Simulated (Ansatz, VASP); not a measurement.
# One calculation of Ta, two programs

Contents of INCAR:

```
  PREC = Accurate
  ENCUT = 520
  EDIFF = 1E-6
  ISMEAR = 0
  SIGMA = 0.15
  LREAL = False
  LASPH = True
  NELM = 80
  ALGO = Normal
  ISIF = 2
  LWAVE = False
  LCHARG = False
  GGA = PS
  NBANDS = 12
```

Contents of KPOINTS:

```
Automatic mesh
0
Gamma
  20 20 20
```

Contents of POSCAR:

```
Ta
1.0
   -1.6512800000      1.6512800000      1.4655110000
    1.6512800000     -1.6512800000      1.4655110000
    1.6512800000      1.6512800000     -1.4655110000
Ta
1
Direct
    0.0000000000      0.0000000000      0.0000000000
```

Input for Ansatz:

```yaml
crystal:
  lattice:
    - [-1.65128, 1.65128, 1.465511]
    - [1.65128, -1.65128, 1.465511]
    - [1.65128, 1.65128, -1.465511]
  atoms:
    - { symbol: Ta, position: [0.0, 0.0, 0.0] }
basis:
  ecutwfc: 420
kpoints:
  mp_grid: { grid: [20, 20, 20] }
hamiltonian:
  xc: pbesol
scf:
  occupations: { method: gaussian, width: 0.15 }
output:
  forces: true
  stress: true
  eigenvalues: true
  write_density: true
  write_potential: true
  elf: true
  volumetric_format: npy
```

Change from the starting cell: strain -0.1125 x Voigt [0, 0, 1, 0, 0, 0], atoms carried along.

Alike in both runs: task single point; functional PBEsol; k mesh 20 × 20 × 20; occupations gaussian, width 0.15 eV; no spin polarisation.

|  | VASP | Ansatz |
| --- | --- | --- |
| version | VASP 6.6.1 | Ansatz 0.2.0 |
| potentials or method | VASP PAW PBE potentials, release 64 (Ta_pv), cutoff 520 eV | scalar-relativistic, plane waves, PAW |
| valence electrons in the cell | 11 | 13 |

```csv
,VASP,Ansatz,Ansatz less VASP
gap on the k mesh at the Fermi level (eV),none,none,-
pressure (GPa),26.6,26.2,-0.47
"traceless stress, the component that is largest in VASP (GPa)",9.98,10.03,+0.043
```

VASP's potentials were made for PBE, not for PBEsol. A gap of «none» marks a metal or a gap that the smearing closes. With one functional, cell and mesh, what is left measures potentials, basis and numerics. VASP's potentials hold 11 valence electrons a cell and Ansatz's 13, so a difference there can come from the potentials and not from the codes.

Neither program's run includes spin-orbit coupling.
